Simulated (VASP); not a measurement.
Here is a VASP 6.6.1 calculation.

Contents of INCAR:

```
  PREC = Accurate
  ENCUT = 600
  EDIFF = 1E-6
  ISMEAR = 0
  SIGMA = 0.1
  LREAL = False
  LASPH = True
  NELM = 60
  ALGO = Normal
  ISIF = 3
  LWAVE = False
  LCHARG = False
  GGA = PE
  IBRION = 2
  NSW = 100
  EDIFFG = -0.01
```

KPOINTS

```
Automatic mesh
0
Gamma
  12 12 12
```

Contents of POSCAR:

```
TiB2
1.0
    3.0347063243      0.0000000000      0.0000000000
   -1.5173531621      2.6281327698      0.0000000000
    0.0000000000      0.0000000000      3.2234234248
Ti B
1 2
Direct
    0.0000000000      0.0000000000      0.0000000000
    0.3333333333      0.6666666667      0.5000000000
    0.6666666667      0.3333333333      0.5000000000
```

Potentials or basis: VASP PAW PBE potentials, release 64 (Ti_sv, B).

Launch:

```console
$ cat potpaw_PBE.64/Ti_sv/POTCAR potpaw_PBE.64/B/POTCAR > POTCAR
$ mpirun -np 1 vasp_std > vasp.out
```

(1) What does it give for the relaxed volume?

(2) What does it give for the band gap on the k mesh?

## Answers

(1) 8.56 Å³/atom.

(2) zero (band 9 reaches 10.38 eV, above the bottom of band 10 at 9.76 eV).
